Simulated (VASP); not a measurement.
The system is As.

```xyz
2
Lattice="2.9580 0.0000 0.0000 -1.4790 2.5617 0.0000 0.0000 0.0000 4.8304" Properties=species:S:1:pos:R:3 pbc="T T T"
As    0.0000    1.7078    1.2076
As    1.4790    0.8539    3.6228
```

| Quantity | Value |
| --- | --- |
| Program | VASP 6.6.1 |
| Task | relaxation of cell and atoms |
| Functional | RPBE |
| Potentials or basis | VASP PAW PBE potentials, release 64 (As) |
| Cutoff | 600 eV |
| k mesh | 12 × 12 × 7 |
| Occupations | fermi-dirac, width 0.1 eV |
| Spin | no spin polarisation |

At the start: pressure 6.4 GPa; volume 18.30 Å³/atom.

Question: How do energy, volume and symmetry change on relaxing?

Answer: Over 26 steps the energy falls by 30.7 meV/atom and the volume is 19.64 Å³/atom (+7.3 %); space group P6_3/mmc (No. 194, to 0.05 Å).

The path:
| step | energy change (eV) | largest force (eV/Å) | pressure (GPa) | volume (Å³) |
| --- | --- | --- | --- | --- |
| 1 | 0.0000 | 0.0000 | 6.43 | 36.60 |
| 2 | -0.0424 | 0.0000 | -2.28 | 40.63 |
| 3 | -0.0519 | 0.0000 | 0.00 | 39.34 |
| 4 | -0.0519 | 0.0000 | -0.10 | 39.40 |
| 5 | -0.0519 | 0.0000 | 0.02 | 39.33 |
| 6 | -0.0519 | 0.0000 | 0.08 | 39.29 |
| 7 | -0.0520 | 0.0000 | 0.10 | 39.28 |
| 8 | -0.0521 | 0.0000 | 0.14 | 39.25 |
| 9 | -0.0526 | 0.0000 | 0.24 | 39.18 |
| 10 | -0.0541 | 0.0000 | 0.47 | 39.05 |
| 11 | -0.0576 | 0.0000 | 1.00 | 38.77 |
| 12 | -0.0507 | 0.0000 | 2.52 | 38.17 |
| 13 | -0.0582 | 0.0000 | 1.28 | 38.64 |
| 14 | -0.0582 | 0.0000 | 1.33 | 38.62 |
| 15 | -0.0582 | 0.0000 | 1.33 | 38.61 |
| 16 | -0.0583 | 0.0000 | 1.34 | 38.61 |
| 17 | -0.0583 | 0.0000 | 1.36 | 38.60 |
| 18 | -0.0583 | 0.0000 | 1.40 | 38.59 |
| 19 | -0.0583 | 0.0000 | 1.39 | 38.59 |
| 20 | -0.0584 | 0.0000 | 1.37 | 38.60 |
| 21 | -0.0587 | 0.0000 | 1.32 | 38.63 |
| 22 | -0.0591 | 0.0000 | 1.21 | 38.67 |
| 23 | -0.0598 | 0.0000 | 1.01 | 38.77 |
| 24 | -0.0608 | 0.0000 | 0.62 | 38.96 |
| 25 | -0.0614 | 0.0000 | -0.13 | 39.35 |
| 26 | -0.0615 | 0.0000 | 0.01 | 39.28 |

Final structure:
```
CELL_PARAMETERS angstrom
3.09982 0.00000 0.00000
-1.54991 2.68453 0.00000
0.00000 0.00000 4.71990
ATOMIC_POSITIONS crystal
As 0.33333 0.66667 0.25000
As 0.66667 0.33333 0.75000
```

Caveat: the PAW data sets were made with another functional, which shifts forces and pressure a little.
